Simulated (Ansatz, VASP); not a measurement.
**Ru: VASP beside Ansatz**

File INCAR:

```
PREC = Accurate ; ENCUT = 520
EDIFF = 1E-6 ; ISMEAR = -1
SIGMA = 0.1 ; LREAL = False
LASPH = True ; NELM = 80
ALGO = Normal ; ISIF = 2
LWAVE = False ; LCHARG = False
GGA = B5 ; ALDAX = 1.0
AGGAX = 1.0 ; AGGAC = 1.0
ALDAC = 0.0 ; NBANDS = 21
```

The input KPOINTS:

```
regular mesh
0
Gamma
  11 11 11
```

File POSCAR:

```
Ru
1.0
    0.0000000000      2.7316610599      2.7316610599
    2.7316610599      0.0000000000      2.7316610599
    2.7316610599      2.7316610599      0.0000000000
Ru
2
Direct
    0.1250000000      0.1250000000      0.1250000000
    0.8750000000      0.8750000000      0.8750000000
```

Input for Ansatz:

```yaml
crystal:
  lattice:
    - [0.0, 2.7316610599, 2.7316610599]
    - [2.7316610599, 0.0, 2.7316610599]
    - [2.7316610599, 2.7316610599, 0.0]
  atoms:
    - { symbol: Ru, position: [0.125, 0.125, 0.125] }
    - { symbol: Ru, position: [0.875, 0.875, 0.875] }
hamiltonian:
  xc: blyp
  pseudopotentials:
    kind: paw
    azcp:
      Ru: "pseudopotentials/Ru.paw.azcp"
basis:
  ecutwfc: 420
  fft_grid_basis: typed
kpoints:
  mp_grid: { grid: [11, 11, 11], shift: [0, 0, 0] }
magnetization:
  spin_polarized: false
scf:
  occupations: { method: fermi_dirac, width: 0.1 }
  lower_state_search: "off"
output:
  stress: true
  write_density: true
  write_potential: true
  elf: true
  volumetric_format: npy
```

Alike in both runs: task single point; functional BLYP; k mesh 11 × 11 × 11; occupations fermi-dirac, width 0.1 eV; no spin polarisation.

|  | VASP | Ansatz |
| --- | --- | --- |
| version | VASP 6.6.1 | Ansatz 0.2.0 |
| potentials or method | VASP PAW PBE potentials, release 64 (Ru_pv), cutoff 520 eV | plane waves (420 eV) with PAW, scalar-relativistic |
| valence electrons in the cell | 28 | 32 |

Ansatz gave:

| Property | Result |
| --- | --- |
| pressure (GPa) | 6.5 |

Problem. Which values does VASP return?

Solution. Pressure (GPa): 7.1.

VASP's potentials were made for PBE, not for BLYP. With one functional, cell and mesh, what is left measures potentials, basis and numerics. VASP's potentials hold 28 valence electrons a cell and Ansatz's 32, so a difference there can come from the potentials and not from the codes.
